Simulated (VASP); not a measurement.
Wanted: the native input for a VASP 6.6.1 run.

```yaml
Task: single point
Functional: r2SCAN
Potentials_or_basis: VASP PAW PBE potentials, release 64 (Gd, N)
Cutoff: 520 eV
k_mesh: 12 × 12 × 12
Occupations: gaussian, width 0.05 eV
Spin: collinear spin, ferromagnetic start
Starting_moments: "[7.62, 0.0] μB"
Dipole_correction: no
Further_INCAR_settings: ALGO = Normal; EDIFF = 1e-06; NBANDS = 22
```

Crystal: GdN.

```
Gd N
1.0
     0.00000    2.50305    2.50305
     2.50305    0.00000    2.50305
     2.50305    2.50305    0.00000
Gd N
1 1
Direct
  0.00000 0.00000 0.00000
  0.50000 0.50000 0.50000
```

One way to write it, as run:

POSCAR

```
GdN
1.0
    0.0000000000      2.5030472917      2.5030472917
    2.5030472917      0.0000000000      2.5030472917
    2.5030472917      2.5030472917      0.0000000000
Gd N
1 1
Direct
    0.0000000000      0.0000000000      0.0000000000
    0.5000000000      0.5000000000      0.5000000000
```

INCAR.step1

```
SYSTEM = GdN
PREC = Accurate
ENCUT = 520
ISMEAR = 0
SIGMA = 0.05
LREAL = .False.
LASPH = .True.
NELM = 150
ISPIN = 2
MAGMOM = 7.62 0
LMAXMIX = 6
NBANDS = 22
GGA = PE
ALGO = Normal
EDIFF = 1E-4
LWAVE = .True.
LCHARG = .False.
```

INCAR.step2

```
SYSTEM = GdN
PREC = Accurate
ENCUT = 520
EDIFF = 1E-6
ISMEAR = 0
SIGMA = 0.05
LREAL = .False.
LASPH = .True.
NELM = 150
ALGO = Normal
ISIF = 2
LWAVE = .False.
LCHARG = .False.
ISPIN = 2
MAGMOM = 7.62 0
LORBIT = 11
LMAXMIX = 6
METAGGA = R2SCAN
LMIXTAU = .True.
NBANDS = 22
ISTART = 1
```

KPOINTS

```
regular mesh
0
Gamma
  12 12 12
  0 0 0
```

Potentials or basis: VASP PAW PBE potentials, release 64 (Gd, N).

Command:

```sh
$ cat potpaw_PBE.64/Gd/POTCAR potpaw_PBE.64/N/POTCAR > POTCAR
$ cp INCAR.step1 INCAR
$ mpirun -np 1 vasp_std > vasp.out
$ cp INCAR.step2 INCAR
$ mpirun -np 1 vasp_std > vasp.out
```

Results of the run:

The pressure is -3.0 GPa and the band gap on the k mesh is zero (filled and empty bands overlap). The net moment is 7.00 μB per cell. The site moments are Gd +6.79; N -0.12 μB and the valence electrons inside the program's atomic spheres are Gd 15.22; N 3.66.

Caveat: the PAW data sets were made with another functional, which shifts forces and pressure a little; spin-orbit coupling is left out, which moves the levels of the heavy elements; a cell with one magnetic atom can't hold antiferromagnetic order, which such compounds often take; semilocal functionals describe open f shells poorly, which spoils levels, moments and volumes.

Wall time 9.2 min on 1 thread of Intel(R) Xeon(R) Platinum 8259CL CPU @ 2.50GHz (Skylake/Cascade Lake), on a shared host, peak memory 0.25 GiB.
